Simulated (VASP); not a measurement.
Crystal: MgS.

```
Mg S
1.0
     0.00000    2.77794    2.77794
     2.77794    0.00000    2.77794
     2.77794    2.77794    0.00000
Mg S
1 1
Direct
  0.00000 0.00000 0.00000
  0.25000 0.25000 0.25000
```

This cell differs from its parent crystal: strain -1.9%.

Program: VASP 6.6.1. Alike in all runs: task single point; potentials or basis VASP PAW PBE potentials, release 64 (Mg, S); no spin polarisation; cell as given; cutoff (eV) 520. Hardware: 1 thread of Intel(R) Xeon(R) Platinum 8375C CPU @ 2.90GHz (Ice Lake), with other jobs on the host.

Question: Order these runs on this cell by their wall time, lowest first.
A. level HSE06; k mesh 6 × 6 × 6; smearing gaussian 0.01 eV; grid for exact exchange (PRECFOCK) Normal; screening parameter 0.2079 1/Å
B. level PBE; k mesh 8 × 8 × 8; smearing fermi-dirac 0.02 eV
C. level r2SCAN; k mesh 8 × 8 × 8; smearing gaussian 0.01 eV

Answer: B (13 s), C (61 s), A (600 s).
